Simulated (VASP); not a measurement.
Here is a VASP 6.6.1 calculation.

The input INCAR:

```
ALGO = Normal ; EDIFF = 1E-7
ENCUT = 520 ; GGA = PS
ISIF = 2 ; ISMEAR = -1
LASPH = T ; LCHARG = T
LELF = T ; LREAL = F
LVHAR = T ; LWAVE = F
NBANDS = 16 ; NELM = 60
PREC = Accurate ; SIGMA = 0.05
```

Contents of KPOINTS:

```
k-points
0
Gamma
  16 16 13
```

The input POSCAR:

```
AgB2
1.0
    3.0000016405      0.0000000000      0.0000000000
   -1.5000008203      2.5980776321      0.0000000000
    0.0000000000      0.0000000000      3.3048000000
Ag B
1 2
Direct
    0.0000000000      0.0000000000      0.0000000000
    0.3333333333      0.6666666667      0.5000000000
    0.6666666667      0.3333333333      0.5000000000
```

Potentials or basis: VASP PAW PBE potentials, release 64 (Ag, B).

Launch:

```bash
$ cat potpaw_PBE.64/Ag/POTCAR potpaw_PBE.64/B/POTCAR > POTCAR
$ mpirun -np 1 vasp_std > vasp.out
```

(1) Estimate the pressure.

## Answers

(1) 40.3 GPa.

Caveat: the cell differs from its parent crystal (zz strain of +2 %); the PAW data sets were made with another functional, which shifts forces and pressure a little.
